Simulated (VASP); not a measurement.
# Ti3Al (scanat) (Fm-3m) in VASP: single point with r2SCAN

Aim: the single point of Ti3Al (scanat) with r2SCAN.

All numbers are computed with VASP 6.6.1; they aren't measurements. Logs are shortened: lines on timing, memory, paths and dates and some standing lists are left out, and cuts for length are marked.

**1. The cell of the first run**

It takes space group Fm-3m (No. 225, cubic). The conventional cell has a = 6.370 Å, b = 6.370 Å, c = 6.370 Å, α = 90.00°, β = 90.00°, γ = 90.00°. Within 3.6 Å of Ti (site symmetry -43m) lie 4 Al at 2.76 Å and 10 Ti at 2.76 to 3.18 Å. Within 3.6 Å of Ti (site symmetry m-3m) lie 8 Ti at 2.76 Å and 6 Al at 3.18 Å. Al (site symmetry m-3m) has 14 Ti at 2.76 to 3.18 Å within 3.6 Å.

**2. Single point, r2SCAN**

Input file POSCAR:

```
Ti3Al
1.0
    0.0000000000      3.1847926517      3.1847926517
    3.1847926517      0.0000000000      3.1847926517
    3.1847926517      3.1847926517      0.0000000000
Ti Al
3 1
Direct
    0.7500000000      0.7500000000      0.7500000000
    0.2500000000      0.2500000000      0.2500000000
    0.0000000000      0.0000000000      0.0000000000
    0.5000000000      0.5000000000      0.5000000000
```

Input file INCAR.step1:

```
ALGO = Normal ; EDIFF = 1E-4
ENCUT = 520 ; GGA = PE
ISMEAR = 0 ; LASPH = True
LCHARG = False ; LREAL = False
LWAVE = True ; NBANDS = 28
NELM = 60 ; PREC = Accurate
SIGMA = 0.1
```

Input file INCAR.step2:

```
ALGO = Normal ; EDIFF = 1E-7
ENCUT = 520 ; ISIF = 2
ISMEAR = 0 ; ISTART = 1
LASPH = True ; LCHARG = False
LMIXTAU = True ; LREAL = False
LWAVE = False ; METAGGA = R2SCAN
NBANDS = 28 ; NELM = 60
PREC = Accurate ; SIGMA = 0.1
```

Input file KPOINTS:

```
k-points
0
Gamma
  12 12 12
```

Potentials or basis: VASP PAW PBE potentials, release 64 (Ti_sv, Al).

The run is started by

```sh
$ cat potpaw_PBE.64/Ti_sv/POTCAR potpaw_PBE.64/Al/POTCAR > POTCAR
$ cp INCAR.step1 INCAR
$ mpirun -np 1 vasp_std > vasp.out
$ cp INCAR.step2 INCAR
$ mpirun -np 1 vasp_std > vasp.out
```

OUTCAR:

```text
EDIFF = 1E-7
   ENCUT = 520
   ISIF = 2
   ISMEAR = 0
   ISTART = 1
   LASPH = True
   LREAL = False
   METAGGA = R2SCAN
   NELM = 60
   PREC = Accurate

 ion  position               nearest neighbor table
   1  0.750  0.750  0.750-   4 2.76   4 2.76   4 2.76   3 2.76   3 2.76   3 2.76   4 2.76   3 2.76

   2  0.250  0.250  0.250-   3 2.76   3 2.76   3 2.76   4 2.76   4 2.76   4 2.76   4 2.76   3 2.76

   3  0.000  0.000  0.000-   1 2.76   1 2.76   1 2.76   2 2.76   2 2.76   2 2.76   2 2.76   1 2.76

   4  0.500  0.500  0.500-   2 2.76   2 2.76   2 2.76   1 2.76   1 2.76   1 2.76   2 2.76   1 2.76

  LATTYP: Found a face centered cubic cell.
 ALAT       =     6.3695853034

  Lattice vectors:

 A1 = (   0.0000000000,   3.1847926517,   3.1847926517)
 A2 = (   3.1847926517,   0.0000000000,   3.1847926517)
 A3 = (   3.1847926517,   3.1847926517,   0.0000000000)

Analysis of symmetry for initial positions (statically):
=====================================================================
 Subroutine PRICEL returns:
 Original cell was already a primitive cell.

 Routine SETGRP: Setting up the symmetry group for a
 face centered cubic supercell.

 Subroutine GETGRP returns: Found 48 space group operations
 (whereof 48 operations were pure point group operations)
 out of a pool of 48 trial point group operations.

The static configuration has the point symmetry O_h .

Analysis of symmetry for dynamics (positions and initial velocities):
=====================================================================
 Subroutine PRICEL returns:
 Original cell was already a primitive cell.

 Routine SETGRP: Setting up the symmetry group for a
 face centered cubic supercell.

 Subroutine GETGRP returns: Found 48 space group operations
 (whereof 48 operations were pure point group operations)
 out of a pool of 48 trial point group operations.

The dynamic configuration has the point symmetry O_h .

 Subroutine INISYM returns: Found 48 space group operations
 (whereof 48 operations are pure point group operations),
 and found     1 'primitive' translations

----------------------------------------------------------------------------------------

                                     Primitive cell

  volume of cell :      64.6061

  direct lattice vectors                    reciprocal lattice vectors
     0.000000000  3.184792652  3.184792652    -0.156996092  0.156996092  0.156996092
     3.184792652  0.000000000  3.184792652     0.156996092 -0.156996092  0.156996092
     3.184792652  3.184792652  0.000000000     0.156996092  0.156996092 -0.156996092

  length of vectors
     4.503976961  4.503976961  4.503976961     0.271925208  0.271925208  0.271925208

  position of ions in fractional coordinates (direct lattice)
     0.750000000  0.750000000  0.750000000
     0.250000000  0.250000000  0.250000000
     0.000000000  0.000000000  0.000000000
     0.500000000  0.500000000  0.500000000

  ion indices of the primitive-cell ions
   primitive index   ion index
                 1           1
                 2           2
                 3           3
                 4           4

----------------------------------------------------------------------------------------

 KPOINTS: k-points

Automatic generation of k-mesh.
 Grid dimensions read from file:
 generate k-points for:   12   12   12

 Generating k-lattice:

  Cartesian coordinates                     Fractional coordinates (reciprocal lattice)
    -0.013083008  0.013083008  0.013083008     0.083333333  0.000000000  0.000000000
     0.013083008 -0.013083008  0.013083008     0.000000000  0.083333333  0.000000000
     0.013083008  0.013083008 -0.013083008     0.000000000  0.000000000  0.083333333

  Length of vectors
     0.022660434  0.022660434  0.022660434

  Shift w.r.t. Gamma in fractional coordinates (k-lattice)
     0.000000000  0.000000000  0.000000000

 Subroutine IBZKPT returns following result:
 ===========================================

 Found     72 irreducible k-points:

 Following reciprocal coordinates:
            Coordinates               Weight
  0.000000  0.000000  0.000000      1.000000
  0.083333  0.000000  0.000000      8.000000
  0.166667  0.000000  0.000000      8.000000
  0.250000  0.000000  0.000000      8.000000
  0.333333  0.000000  0.000000      8.000000
  0.416667  0.000000  0.000000      8.000000
[... 16 lines left out ...]
  0.500000  0.166667  0.000000     24.000000
 -0.416667  0.166667  0.000000     24.000000
 [... further k-points ...]
   k-points           NKPTS =     72   k-points in BZ     NKDIM =     72   number of bands    NBANDS=     28
   number of dos      NEDOS =    301   number of ions     NIONS =      4
   total plane-waves  NPLWV =  46656
   dimension x,y,z NGX =    36 NGY =   36 NGZ =   36
   dimension x,y,z NGXF=    72 NGYF=   72 NGZF=   72
   ions per type =               3   1
   NGX,Y,Z   is equivalent  to a cutoff of  13.29, 13.29, 13.29 a.u.
   NGXF,Y,Z  is equivalent  to a cutoff of  26.58, 26.58, 26.58 a.u.
 SYSTEM =  unknown system
   PREC   = accura    normal or accurate (medium, high low for compatibility)
   ISTART =      1    job   : 0-new  1-cont  2-samecut
   ICHARG =      0    charge: 1-file 2-atom 10-const
   ISPIN  =      1    spin polarized calculation?
   LNONCOLLINEAR =      F non collinear calculations
   LSORBIT =      F    spin-orbit coupling
   LASPH  =      T    aspherical Exc in radial PAW
   ENCUT  =  520.0 eV  38.22 Ry    6.18 a.u.   8.37  8.37  8.37*2*pi/ulx,y,z
   NELM   =     60;   NELMIN=  2; NELMDL=  0     # of ELM steps
   EDIFF  = 0.1E-06   stopping-criterion for ELM
   LREAL  =      F    real-space projection
   EDIFFG = 0.1E-05   stopping-criterion for IOM
   NSW    =      0    number of steps for IOM
   IBRION =     -1    ionic relax: 0-MD 1-quasi-New 2-CG
   NFREE  =      0    steps in history (QN), initial steepest desc. (CG)
   ISIF   =      2    stress and relaxation
   ISYM   =      2    0-nonsym 1-usesym 2-fastsym
   POTIM  = 0.5000    time-step for ionic-motion
   TEBEG  =    0.0;   TEEND  =   0.0 temperature during run
   PSTRESS=    0.0 pullay stress
   NELECT =      39.0000    total number of electrons
   NUPDOWN=      -1.0000    fix difference up-down
   EMIN   =  10.00;   EMAX   =-10.00  energy-range for DOS
   EFERMI =   0.00;   METHOD = LEGACY
   ISMEAR =     0;   SIGMA  =   0.10  broadening in eV -4-tet -1-fermi 0-gaus
   EFERMI_NEDOS =   21; number of points for ismear=-14 and -15
   IALGO  =     38    algorithm
   IMIX   =      4    mixing-type and parameters
     AMIX     =   0.40;   BMIX     =  1.00
     AMIX_MAG =   1.60;   BMIX_MAG =  1.00
  volume/ion in A,a.u.               =      16.15       109.00
  Fermi-wavevector in a.u.,A,eV,Ry     =   1.383583  2.614593 26.045657  1.914302
  Thomas-Fermi vector in A             =   2.508167
   LORBIT       =      0    0 simple, 1 ext, 2 COOP (PROOUT), +10 PAW based schemes
   METAGGA = R2SCAN    functional components
   LHFCALC =     F    Hartree Fock is set to
   AEXX    =    0.0000 exact exchange contribution
   IVDW    =     0    specifies the selected vdW correction
   LEPSILON=     F    determine dielectric tensor
   LRPA    =     F    only Hartree local field effects (RPA)
 non-spin polarized calculation
 Gauss-broadening in eV      SIGMA  =   0.10
  energy-cutoff  :      520.00
  volume of cell :       64.61
 maximum number of plane-waves:      1807
 NGX is ok and might be reduce to    36
   NGX = 17   NGY = 17   NGZ = 17

 number of electron      39.0000009 magnetization

 Free energy of the ion-electron system (eV)
  ---------------------------------------------------
  ext. energy  EPLUGINS =         0.00000000
  ---------------------------------------------------
  free energy    TOTEN  =       -46.18963242 eV

  energy without entropy =      -46.15130897  energy(sigma->0) =      -46.17047069

 E-fermi :   8.5552     XC(G=0): -12.3255

 val. band max:        8.5545405430   @ k =  -0.4167   0.5000   0.0833
 cond. band min:       8.5577131264   @ k =   0.0833   0.0833   0.0000
 fundamental gap:      0.0031725834
 Fermi energy:         8.5552280322

 k-point     1 :       0.0000    0.0000    0.0000
  band No.  band energies     occupation
      1     -50.3275      2.00000
      2     -50.2400      2.00000
      3     -50.0070      2.00000
      4     -25.5869      2.00000
      5     -25.5868      2.00000
      6     -25.5868      2.00000
[... 20 lines left out ...]
     27      11.9553      0.00000
     28      11.9553      0.00000

 k-point     2 :       0.0833    0.0000    0.0000
  band No.  band energies     occupation
      1     -50.3249      2.00000
      2     -50.2407      2.00000
      3     -50.0088      2.00000
      4     -25.6192      2.00000
      5     -25.6034      2.00000
      6     -25.6034      2.00000
[... 20 lines left out ...]
     27      11.9758      0.00000
     28      11.9758      0.00000

 k-point     3 :       0.1667    0.0000    0.0000
  band No.  band energies     occupation
      1     -50.3178      2.00000
      2     -50.2429      2.00000
      3     -50.0138      2.00000
      4     -25.6477      2.00000
      5     -25.6266      2.00000
      6     -25.6265      2.00000
[... 20 lines left out ...]
     27      11.9849      0.00000
     28      11.9849      0.00000

 k-point     4 :       0.2500    0.0000    0.0000
  band No.  band energies     occupation
      1     -50.3070      2.00000
      2     -50.2466      2.00000
      3     -50.0210      2.00000
      4     -25.6608      2.00000
      5     -25.6476      2.00000
      6     -25.6475      2.00000
[... 578 lines left out ...]
     27      11.7402      0.00000
     28      11.7824      0.00000

 k-point    23 :       0.5000    0.1667    0.0000
  band No.  band energies     occupation
      1     -50.2749      2.00000
      2     -50.2599      2.00000
      3     -50.0402      2.00000
      4     -25.7120      2.00000
      5     -25.7000      2.00000
      6     -25.6355      2.00000
[... 20 lines left out ...]
     27      11.6546      0.00000
     28      11.7567      0.00000

 k-point    24 :      -0.4167    0.1667    0.0000
  band No.  band energies     occupation
      1     -50.2723      2.00000
      2     -50.2619      2.00000
      3     -50.0408      2.00000
      4     -25.7012      2.00000
      5     -25.7009      2.00000
      6     -25.6399      2.00000
[... 20 lines left out ...]
     27      11.7637      0.00000
     28      11.7673      0.00000

 [... further k-points ...]
[... 5 lines left out ...]
  --------------------------------------------------------------------------------------
  -------------------------------------------------------------------------------------
  Total        1.4448596      1.4448596      1.4448596      0.0000000     -0.0000000      0.0000000
  in kB       35.8313147     35.8313147     35.8313147      0.0000000     -0.0000000      0.0000000
  external PRESSURE =      35.8313147 kB  Pullay stress =       0.0000000 kB

 VOLUME and BASIS-vectors are now :
 -----------------------------------------------------------------------------
  energy-cutoff  :      520.00
  volume of cell :       64.61
      direct lattice vectors                 reciprocal lattice vectors
     0.000000000  3.184792652  3.184792652    -0.156996092  0.156996092  0.156996092
     3.184792652  0.000000000  3.184792652     0.156996092 -0.156996092  0.156996092
     3.184792652  3.184792652  0.000000000     0.156996092  0.156996092 -0.156996092

 POSITION                                       TOTAL-FORCE (eV/Angst)
 -----------------------------------------------------------------------------------
      4.77719      4.77719      4.77719         0.000000      0.000000      0.000000
      1.59240      1.59240      1.59240        -0.000000     -0.000000     -0.000000
      0.00000      0.00000      0.00000         0.000000      0.000000      0.000000
      3.18479      3.18479      3.18479         0.000000     -0.000000      0.000000
 -----------------------------------------------------------------------------------
    total drift:                                0.000000      0.000000      0.000000

  FREE ENERGIE OF THE ION-ELECTRON SYSTEM (eV)
  ---------------------------------------------------
  free  energy   TOTEN  =       -46.1896324153 eV

  energy  without entropy=      -46.1513089675  energy(sigma->0) =      -46.17047069
```

Run time: 12 min. Hardware: 1 thread of AMD EPYC 7R13 (Zen 3), shared host; peak memory 0.26 GiB.

What came out:

```
Free energy : -46.1896 eV
Pressure    : 3.6 GPa
```

Caveat: the PAW data sets were made with another functional, which shifts forces and pressure a little.
